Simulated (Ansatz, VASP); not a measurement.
One calculation of Al2O3, two programs

```
CELL_PARAMETERS angstrom
2.79884 0.00000 0.00000
0.00000 2.79884 0.00000
0.00000 0.00000 6.25999
ATOMIC_POSITIONS crystal
Al 0.00000 0.00000 0.50000
Al 0.50000 0.50000 0.00000
O 0.00000 0.00000 0.00000
O 0.00000 0.50000 0.32997
O 0.50000 0.00000 0.67003
```

Alike in both runs: functional PBE; k mesh 6 × 6 × 4; occupations gaussian, width 0.1 eV; no spin polarisation.

Ansatz relaxed the structure, and its values are those at the end. VASP's run is a single point on that final structure, the one shown.

|  | VASP | Ansatz |
| --- | --- | --- |
| version | VASP 6.6.1 | Ansatz 0.2.0 |
| potentials or method | VASP PAW PBE potentials, release 64 (Al, O), cutoff 520 eV | scalar-relativistic, plane waves, PAW |
| valence electrons in the cell | 24 | 24 |

Ansatz gave:

* gap on the k mesh at the Fermi level (eV): 2.08
* least direct gap on the mesh (eV): 2.29
* pressure (GPa): 0.0
* rms of the force components (eV/Å): 0.006

Q: Estimate VASP's values.

A: gap on the k mesh at the Fermi level (eV): 2.08; least direct gap on the mesh (eV): 2.28; pressure (GPa): 0.0; rms of the force components (eV/Å): 0.012.
